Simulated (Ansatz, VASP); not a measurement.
## One calculation of HfN, two programs

```
Hf N
1.0
     0.00000   -2.25080   -2.25080
     0.00000    2.25080   -2.25080
     4.50160    0.00000    0.00000
Hf N
2 2
Direct
  0.51379 0.48621 0.50000
  0.98621 0.01379 0.00000
  0.48231 0.51769 0.00000
  0.01769 0.98231 0.50000
```

Change from the starting cell: mode 4 frozen in at -0.064 Å and mode 11 at +0.045 Å (largest displacements).

Alike in both runs: task single point; functional PBEsol; k mesh 14 × 14 × 10; occupations gaussian, width 0.15 eV; no spin polarisation.

|  | VASP | Ansatz |
| --- | --- | --- |
| version | VASP 6.6.1 | Ansatz 0.2.0 |
| potentials or method | VASP PAW PBE potentials, release 64 (Hf_pv, N), cutoff 520 eV | scalar-relativistic, plane waves, PAW |
| valence electrons in the cell | 30 | 62 |

|  | VASP | Ansatz | Ansatz less VASP |
| --- | --- | --- | --- |
| gap on the k mesh at the Fermi level (eV) | none | none | - |
| pressure (GPa) | -2.0 | 0.2 | +2.15 |
| traceless stress, the component that is largest in VASP (GPa) | -0.52 | -0.51 | +0.003 |
| rms of the force components (eV/Å) | 0.357 | 0.352 | -0.0058 |

VASP's potentials were made for PBE, not for PBEsol, and Ansatz warns of the same on its side. Atom by atom the forces differ by 0.006 eV/Å (rms over components). A gap of «none» marks a metal or a gap that the smearing closes. The functional is the same, so the differences come from potentials, cutoffs and numerics. VASP's potentials hold 30 valence electrons a cell and Ansatz's 62, so a difference there can come from the potentials and not from the codes.

Neither program's run includes spin-orbit coupling.
